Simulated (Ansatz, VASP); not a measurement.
Given: the input of a run of VASP 6.6.1 on LiMg6Mo.

The input INCAR:

```
PREC = Accurate
ENCUT = 520
EDIFF = 1E-6
ISMEAR = 1
SIGMA = 0.1
LREAL = False
LASPH = True
NELM = 60
ALGO = Fast
ISIF = 2
LWAVE = False
LCHARG = False
GGA = B5
ALDAX = 1.0
AGGAX = 1.0
AGGAC = 1.0
ALDAC = 0.0
NBANDS = 24
```

File KPOINTS:

```
regular mesh
0
Gamma
  6 5 5
```

Contents of POSCAR:

```
LiMg6Mo
1.0
    4.2925213410     -0.0156219048      0.0043413880
   -0.0109482005      4.2806947313      4.5122239446
    0.0196887267     -4.3334266388      4.5635860605
Mo Mg Li
1 6 1
Direct
    0.0000000000      0.1226350000      0.1226350000
    0.5000000000      0.3540820000      0.3540820000
    0.5000000000      0.8929720000      0.8929720000
    0.5000000000      0.3674410000      0.8804880000
    0.5000000000      0.8804880000      0.3674410000
    0.0000000000      0.1282850000      0.6225930000
    0.0000000000      0.6225930000      0.1282850000
    0.0000000000      0.6315080000      0.6315080000
```

Potentials or basis: VASP PAW PBE potentials, release 64 (Mo_sv, Mg, Li_sv).

Launch:

```bash
$ cat potpaw_PBE.64/Mo_sv/POTCAR potpaw_PBE.64/Mg/POTCAR potpaw_PBE.64/Li_sv/POTCAR > POTCAR
$ mpirun -np 1 vasp_std > vasp.out
```

Set up the same calculation for Ansatz 0.2.0. Potentials there: Ansatz PAW.

As run (the cutoff follows the program's own potentials):

input.yaml

```yaml
crystal:
  lattice:
    - [4.292521341, -0.0156219048, 0.004341388]
    - [-0.0109482005, 4.2806947313, 4.5122239446]
    - [0.0196887267, -4.3334266388, 4.5635860605]
  atoms:
    - { symbol: Mo, position: [0.0, 0.122635, 0.122635] }
    - { symbol: Mg, position: [0.5, 0.354082, 0.354082] }
    - { symbol: Mg, position: [0.5, 0.892972, 0.892972] }
    - { symbol: Mg, position: [0.5, 0.367441, 0.880488] }
    - { symbol: Mg, position: [0.5, 0.880488, 0.367441] }
    - { symbol: Mg, position: [0.0, 0.128285, 0.622593] }
    - { symbol: Mg, position: [0.0, 0.622593, 0.128285] }
    - { symbol: Li, position: [0.0, 0.631508, 0.631508] }
hamiltonian:
  xc: blyp
  pseudopotentials: { kind: paw }
kpoints:
  mp_grid: { grid: [6, 5, 5] }
scf:
  occupations: { method: methfessel_paxton, width: 0.1 }
output:
  forces: true
  stress: true
  eigenvalues: true
```

Potentials or basis: Ansatz PAW.

Command:

```console
$ ansatz run input.yaml --threads 4 --pin off --max-ram 11264MiB --backend cpu --events-out ev --progress --plain --runs-dir out
```

Both were run:

|  | VASP | Ansatz | Ansatz less VASP |
| --- | --- | --- | --- |
| gap on the k mesh at the Fermi level (eV) | none | none | - |
| rms of the force components (eV/Å) | 0.061 | 0.063 | +0.0016 |

VASP's potentials were made for PBE, not for BLYP. Atom by atom the forces differ by 0.002 eV/Å (rms over components). A gap of «none» marks a metal or a gap that the smearing closes. With one functional, cell and mesh, what is left measures potentials, basis and numerics. VASP's potentials hold 29 valence electrons a cell and Ansatz's 77, so a difference there can come from the potentials and not from the codes.

Noted on VASP's run: the cutoff is short for stress, so the pressure is rough.
